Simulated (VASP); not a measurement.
# AlHg6 (Pm-3m) in VASP: single point with PBE

Aim: the single point of AlHg6 with PBE.

Program: VASP 6.6.1. These are calculated values, not measurements. Logs are shortened: lines on timing, memory, paths and dates and some standing lists are left out, and cuts for length are marked.

**1. The cell of the first run**

It takes space group Pm-3m (No. 221, cubic). Conventional cell: a = 7.808 Å, b = 7.808 Å, c = 7.808 Å, α = 90.00°, β = 90.00°, γ = 90.00°. Within 4.1 Å of Hg (site symmetry 4mm) lie 5 Hg at 3.09 to 3.34 Å.

**2. Single point, PBE**

Contents of INCAR:

```
ALGO = Fast
EDIFF = 1E-7
ENCUT = 520
GGA = PE
ISIF = 2
ISMEAR = 0
LASPH = T
LCHARG = F
LREAL = F
LWAVE = F
NBANDS = 46
NELM = 60
PREC = Accurate
SIGMA = 0.1
```

Contents of KPOINTS:

```
k-points
0
Gamma
  6 6 6
```

Contents of POSCAR:

```
AlHg6
1.0
    7.8078482837      0.0000000000      0.0000000000
    0.0000000000      7.8078482837      0.0000000000
    0.0000000000      0.0000000000      7.8078482837
Al Hg
1 6
Direct
    0.0000000000      0.0000000000      0.0000000000
    0.1978415412      0.5000000000      0.5000000000
    0.5000000000      0.1978415412      0.5000000000
    0.8021584588      0.5000000000      0.5000000000
    0.5000000000      0.8021584588      0.5000000000
    0.5000000000      0.5000000000      0.1978415412
    0.5000000000      0.5000000000      0.8021584588
```

Potentials or basis: VASP PAW PBE potentials, release 64 (Al, Hg).

Launch:

```console
cat potpaw_PBE.64/Al/POTCAR potpaw_PBE.64/Hg/POTCAR > POTCAR
mpirun -np 1 vasp_std > vasp.out
```

OUTCAR:

```text
EDIFF = 1E-7
   ENCUT = 520
   GGA = PE
   ISIF = 2
   ISMEAR = 0
   LASPH = T
   LREAL = F
   NELM = 60
   PREC = Accurate

 ion  position               nearest neighbor table
   1  0.000  0.000  0.000-
   2  0.198  0.500  0.500-   4 3.09   3 3.34   5 3.34   6 3.34   7 3.34
   3  0.500  0.198  0.500-   5 3.09   4 3.34   2 3.34   6 3.34   7 3.34
   4  0.802  0.500  0.500-   2 3.09   3 3.34   5 3.34   6 3.34   7 3.34
   5  0.500  0.802  0.500-   3 3.09   2 3.34   4 3.34   6 3.34   7 3.34
   6  0.500  0.500  0.198-   7 3.09   3 3.34   4 3.34   5 3.34   2 3.34
   7  0.500  0.500  0.802-   6 3.09   3 3.34   4 3.34   5 3.34   2 3.34

  LATTYP: Found a simple cubic cell.
 ALAT       =     7.8078482837

  Lattice vectors:

 A1 = (   7.8078482837,   0.0000000000,   0.0000000000)
 A2 = (   0.0000000000,   7.8078482837,   0.0000000000)
 A3 = (   0.0000000000,   0.0000000000,   7.8078482837)

Analysis of symmetry for initial positions (statically):
=====================================================================
 Subroutine PRICEL returns:
 Original cell was already a primitive cell.

 Routine SETGRP: Setting up the symmetry group for a
 simple cubic supercell.

 Subroutine GETGRP returns: Found 48 space group operations
 (whereof 48 operations were pure point group operations)
 out of a pool of 48 trial point group operations.

The static configuration has the point symmetry O_h .

Analysis of symmetry for dynamics (positions and initial velocities):
=====================================================================
 Subroutine PRICEL returns:
 Original cell was already a primitive cell.

 Routine SETGRP: Setting up the symmetry group for a
 simple cubic supercell.

 Subroutine GETGRP returns: Found 48 space group operations
 (whereof 48 operations were pure point group operations)
 out of a pool of 48 trial point group operations.

The dynamic configuration has the point symmetry O_h .

 Subroutine INISYM returns: Found 48 space group operations
 (whereof 48 operations are pure point group operations),
 and found     1 'primitive' translations

----------------------------------------------------------------------------------------

                                     Primitive cell

  volume of cell :     475.9859

  direct lattice vectors                    reciprocal lattice vectors
     7.807848284  0.000000000  0.000000000     0.128076259  0.000000000  0.000000000
     0.000000000  7.807848284  0.000000000     0.000000000  0.128076259  0.000000000
     0.000000000  0.000000000  7.807848284     0.000000000  0.000000000  0.128076259

  length of vectors
     7.807848284  7.807848284  7.807848284     0.128076259  0.128076259  0.128076259

  position of ions in fractional coordinates (direct lattice)
     0.000000000  0.000000000  0.000000000
     0.197841541  0.500000000  0.500000000
     0.500000000  0.197841541  0.500000000
     0.802158459  0.500000000  0.500000000
     0.500000000  0.802158459  0.500000000
     0.500000000  0.500000000  0.197841541
     0.500000000  0.500000000  0.802158459

  ion indices of the primitive-cell ions
   primitive index   ion index
                 1           1
                 2           2
                 3           3
                 4           4
                 5           5
                 6           6
                 7           7

----------------------------------------------------------------------------------------

 KPOINTS: k-points

Automatic generation of k-mesh.
 Grid dimensions read from file:
 generate k-points for:    6    6    6

 Generating k-lattice:

  Cartesian coordinates                     Fractional coordinates (reciprocal lattice)
     0.021346043  0.000000000  0.000000000     0.166666667  0.000000000  0.000000000
     0.000000000  0.021346043  0.000000000     0.000000000  0.166666667  0.000000000
     0.000000000  0.000000000  0.021346043     0.000000000  0.000000000  0.166666667

  Length of vectors
     0.021346043  0.021346043  0.021346043

  Shift w.r.t. Gamma in fractional coordinates (k-lattice)
     0.000000000  0.000000000  0.000000000

 Subroutine IBZKPT returns following result:
 ===========================================

 Found     20 irreducible k-points:

 Following reciprocal coordinates:
            Coordinates               Weight
  0.000000  0.000000  0.000000      1.000000
  0.166667  0.000000  0.000000      6.000000
  0.333333  0.000000  0.000000      6.000000
  0.500000  0.000000  0.000000      3.000000
  0.166667  0.166667  0.000000     12.000000
  0.333333  0.166667  0.000000     24.000000
[... 12 lines left out ...]
  0.500000  0.500000  0.333333      6.000000
  0.500000  0.500000  0.500000      1.000000
   k-points           NKPTS =     20   k-points in BZ     NKDIM =     20   number of bands    NBANDS=     46
   number of dos      NEDOS =    301   number of ions     NIONS =      7
   total plane-waves  NPLWV = 216000
   dimension x,y,z NGX =    60 NGY =   60 NGZ =   60
   dimension x,y,z NGXF=   120 NGYF=  120 NGZF=  120
   ions per type =               1   6
   NGX,Y,Z   is equivalent  to a cutoff of  12.78, 12.78, 12.78 a.u.
   NGXF,Y,Z  is equivalent  to a cutoff of  25.55, 25.55, 25.55 a.u.
 SYSTEM =  unknown system
   PREC   = accura    normal or accurate (medium, high low for compatibility)
   ISTART =      0    job   : 0-new  1-cont  2-samecut
   ICHARG =      2    charge: 1-file 2-atom 10-const
   ISPIN  =      1    spin polarized calculation?
   LNONCOLLINEAR =      F non collinear calculations
   LSORBIT =      F    spin-orbit coupling
   LASPH  =      T    aspherical Exc in radial PAW
   ENCUT  =  520.0 eV  38.22 Ry    6.18 a.u.  14.52 14.52 14.52*2*pi/ulx,y,z
   NELM   =     60;   NELMIN=  2; NELMDL= -5     # of ELM steps
   EDIFF  = 0.1E-06   stopping-criterion for ELM
   LREAL  =      F    real-space projection
   EDIFFG = 0.1E-05   stopping-criterion for IOM
   NSW    =      0    number of steps for IOM
   IBRION =     -1    ionic relax: 0-MD 1-quasi-New 2-CG
   NFREE  =      0    steps in history (QN), initial steepest desc. (CG)
   ISIF   =      2    stress and relaxation
   ISYM   =      2    0-nonsym 1-usesym 2-fastsym
   POTIM  = 0.5000    time-step for ionic-motion
   TEBEG  =    0.0;   TEEND  =   0.0 temperature during run
   PSTRESS=    0.0 pullay stress
   NELECT =      75.0000    total number of electrons
   NUPDOWN=      -1.0000    fix difference up-down
   EMIN   =  10.00;   EMAX   =-10.00  energy-range for DOS
   EFERMI =   0.00;   METHOD = LEGACY
   ISMEAR =     0;   SIGMA  =   0.10  broadening in eV -4-tet -1-fermi 0-gaus
   EFERMI_NEDOS =   21; number of points for ismear=-14 and -15
   IALGO  =     68    algorithm
   IMIX   =      4    mixing-type and parameters
     AMIX     =   0.40;   BMIX     =  1.00
     AMIX_MAG =   1.60;   BMIX_MAG =  1.00
  volume/ion in A,a.u.               =      68.00       458.87
  Fermi-wavevector in a.u.,A,eV,Ry     =   0.884227  1.670947 10.637821  0.781858
  Thomas-Fermi vector in A             =   2.005099
   LORBIT       =      0    0 simple, 1 ext, 2 COOP (PROOUT), +10 PAW based schemes
   GGA     = PE    functional components
   LHFCALC =     F    Hartree Fock is set to
   AEXX    =    0.0000 exact exchange contribution
   IVDW    =     0    specifies the selected vdW correction
   LEPSILON=     F    determine dielectric tensor
   LRPA    =     F    only Hartree local field effects (RPA)
 non-spin polarized calculation
 RMM-DIIS sequential band-by-band and
 Gauss-broadening in eV      SIGMA  =   0.10
  energy-cutoff  :      520.00
  volume of cell :      475.99
 maximum number of plane-waves:     12893
 NGX is ok and might be reduce to    60
   NGX = 29   NGY = 29   NGZ = 29

 number of electron      74.9999985 magnetization

 Free energy of the ion-electron system (eV)
  ---------------------------------------------------
  ext. energy  EPLUGINS =         0.00000000
  ---------------------------------------------------
  free energy    TOTEN  =        -0.97084217 eV

  energy without entropy =       -0.92068798  energy(sigma->0) =       -0.94576508

 E-fermi :  -0.9524     XC(G=0):  -5.5686

 val. band max:       -0.9850003954   @ k =   0.1667   0.1667   0.0000
 cond. band min:      -0.9436417023   @ k =   0.5000   0.3333   0.3333
 fundamental gap:      0.0413586931
 Fermi energy:        -0.9524188843

 k-point     1 :       0.0000    0.0000    0.0000
  band No.  band energies     occupation
      1      -8.4418      2.00000
      2      -7.8572      2.00000
      3      -7.8572      2.00000
      4      -7.8572      2.00000
      5      -7.6840      2.00000
      6      -7.6840      2.00000
[... 38 lines left out ...]
     45       2.1145      0.00000
     46       2.1149      0.00000

 k-point     2 :       0.1667    0.0000    0.0000
  band No.  band energies     occupation
      1      -8.4129      2.00000
      2      -7.8962      2.00000
      3      -7.8549      2.00000
      4      -7.8549      2.00000
      5      -7.7225      2.00000
      6      -7.7225      2.00000
[... 38 lines left out ...]
     45       1.7820      0.00000
     46       1.9204      0.00000

 k-point     3 :       0.3333    0.0000    0.0000
  band No.  band energies     occupation
      1      -8.3411      2.00000
      2      -7.9811      2.00000
      3      -7.8487      2.00000
      4      -7.8487      2.00000
      5      -7.7618      2.00000
      6      -7.7618      2.00000
[... 38 lines left out ...]
     45       1.3035      0.00000
     46       1.6757      0.00000

 k-point     4 :       0.5000    0.0000    0.0000
  band No.  band energies     occupation
      1      -8.2903      2.00000
      2      -8.0365      2.00000
      3      -7.8443      2.00000
      4      -7.8443      2.00000
      5      -7.7777      2.00000
      6      -7.7777      2.00000
[... 724 lines left out ...]
     45       0.9772      0.00000
     46       1.6284      0.00000

 k-point    19 :       0.5000    0.5000    0.3333
  band No.  band energies     occupation
      1      -7.9851      2.00000
      2      -7.9688      2.00000
      3      -7.9688      2.00000
      4      -7.9496      2.00000
      5      -7.9049      2.00000
      6      -7.9049      2.00000
[... 38 lines left out ...]
     45       0.9628      0.00000
     46       1.3571      0.00000

 k-point    20 :       0.5000    0.5000    0.5000
  band No.  band energies     occupation
      1      -7.9489      2.00000
      2      -7.9489      2.00000
      3      -7.9489      2.00000
      4      -7.9350      2.00000
      5      -7.9350      2.00000
      6      -7.9350      2.00000
[... 38 lines left out ...]
     45       1.0099      0.00000
     46       1.0099      0.00000

------------------------ aborting loop because EDIFF is reached ----------------------------------------

  FORCE on cell =-STRESS in cart. coord.  units (eV):
  Direction    XX          YY          ZZ          XY          YZ          ZX
  --------------------------------------------------------------------------------------
  -------------------------------------------------------------------------------------
  Total        0.0999384      0.0999384      0.0999384      0.0000000      0.0000000      0.0000000
  in kB        0.3363945      0.3363945      0.3363945      0.0000000      0.0000000      0.0000000
  external PRESSURE =       0.3363945 kB  Pullay stress =       0.0000000 kB

 VOLUME and BASIS-vectors are now :
 -----------------------------------------------------------------------------
  energy-cutoff  :      520.00
  volume of cell :      475.99
      direct lattice vectors                 reciprocal lattice vectors
     7.807848284  0.000000000  0.000000000     0.128076259  0.000000000  0.000000000
     0.000000000  7.807848284  0.000000000     0.000000000  0.128076259  0.000000000
     0.000000000  0.000000000  7.807848284     0.000000000  0.000000000  0.128076259

 POSITION                                       TOTAL-FORCE (eV/Angst)
 -----------------------------------------------------------------------------------
      0.00000      0.00000      0.00000         0.000000      0.000000      0.000000
      1.54472      3.90392      3.90392         0.003283     -0.000000      0.000000
      3.90392      1.54472      3.90392         0.000000      0.003283      0.000000
      6.26313      3.90392      3.90392        -0.003283      0.000000      0.000000
      3.90392      6.26313      3.90392         0.000000     -0.003283      0.000000
      3.90392      3.90392      1.54472         0.000000      0.000000      0.003283
      3.90392      3.90392      6.26313         0.000000     -0.000000     -0.003283
 -----------------------------------------------------------------------------------
    total drift:                                0.000000      0.000000      0.000000

  FREE ENERGIE OF THE ION-ELECTRON SYSTEM (eV)
  ---------------------------------------------------
  free  energy   TOTEN  =        -0.9708421680 eV

  energy  without entropy=       -0.9206879845  energy(sigma->0) =       -0.94576508
```

It took 9.1 min on 1 thread of Intel Xeon Platinum 8259CL at 2.50GHz (Skylake/Cascade Lake), shared host; peak memory 0.7 GiB.

Results:

```yaml
Free_energy: -0.9708 eV
Pressure: 0.0 GPa
Largest_force: 0.003 eV/Å
```

Forces on the atoms (eV/Å):
```
Al   0.000  0.000  0.000
Hg   0.003  0.000  0.000
Hg   0.000  0.003  0.000
Hg  -0.003  0.000  0.000
Hg   0.000 -0.003  0.000
Hg   0.000  0.000  0.003
Hg   0.000  0.000 -0.003
```

Levels at points of the mesh, in eV from the Fermi level:
```
           k point  band 33  band 34  band 35  band 36  band 37  band 38  band 39  band 40  band 41  band 42
(0.00, 0.00, 0.00)    -3.28    -3.28    -2.70    -2.70    -2.70    -0.14     0.23     0.23     0.23     2.22
(0.50, 0.00, 0.00)    -4.18    -3.28    -2.60    -2.60    -2.00     0.15     0.15     0.19     1.30     1.54
(0.50, 0.50, 0.00)    -4.16    -4.16    -2.69    -2.51    -0.42     0.15     0.15     0.25     0.63     1.30
(0.50, 0.50, 0.50)    -4.10    -4.10    -4.10    -0.41    -0.41    -0.19    -0.19    -0.19     1.27     1.27
```

Caveat: spin-orbit coupling is left out, which moves the levels of the heavy elements.
